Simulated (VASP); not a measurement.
Write the native input for VASP 6.6.1 that does the following.

```yaml
Task: relaxation of cell and atoms
Functional: PBE
Potentials_or_basis: VASP PAW PBE potentials, release 64 (Li_sv, F_h)
Cutoff: 910 eV
k_mesh: 12 × 12 × 6
Occupations: fermi-dirac, width 0.02 eV
Spin: no spin polarisation
Dipole_correction: no
Further_INCAR_settings: ALGO = Normal; EDIFF = 1e-07; IBRION = 2; EDIFFG = -0.005; NSW = 80; ISIF = 3
```

The structure of LiF lies in POSCAR:

```
LiF
1.0
    2.7341772997      0.0000000000      0.0000000000
   -1.3670886499      2.3678670000      0.0000000000
    0.0000000000      0.0000000000      3.4175400000
Li F
2 2
Direct
    0.3333333333      0.6666666667      0.2500000000
    0.6666666667      0.3333333333      0.7500000000
    0.6666666667      0.3333333333      0.2500000000
    0.3333333333      0.6666666667      0.7500000000
```

The input as run:

INCAR

```
PREC = Accurate
ENCUT = 910
EDIFF = 1E-7
ISMEAR = -1
SIGMA = 0.02
LREAL = False
LASPH = True
NELM = 120
ALGO = Normal
ISIF = 3
LWAVE = False
LCHARG = False
GGA = PE
IBRION = 2
NSW = 80
EDIFFG = -0.005
GGA_COMPAT = False
NELMIN = 4
```

KPOINTS

```
Automatic mesh
0
Gamma
  12 12 6
```

Potentials or basis: VASP PAW PBE potentials, release 64 (Li_sv, F_h).

Launch:

```sh
$ cat potpaw_PBE.64/Li_sv/POTCAR potpaw_PBE.64/F_h/POTCAR > POTCAR
$ mpirun -np 1 vasp_std > vasp.out
```

Results of the run:

```yaml
Relaxed_volume: 7.91 Å³/atom
Relaxed_cell: a = 3.092 Å, b = 3.092 Å, c = 3.823 Å, α = 90.00°, β = 90.00°, γ = 120.00°
Space_group_after_relaxing_to_0.1_Å: P6_3/mmc (No. 194)
Energy_gained_by_relaxing: 662.5 meV/atom
Ionic_steps: 4
Pressure_after_relaxing: 0.1 GPa
Band_gap_on_the_k_mesh: 8.72 eV
```

Caveat: the cutoff is under 1.25 times the usual one of these potentials, so pressure, stress and relaxed cells hold a basis-set (Pulay) error; the volume moved by over 15 % at a fixed basis, so the end points are rough.

It took 83 s on 1 thread of Intel(R) Xeon(R) Platinum 8488C (Sapphire Rapids), with other jobs on the host, peak memory 0.19 GiB.
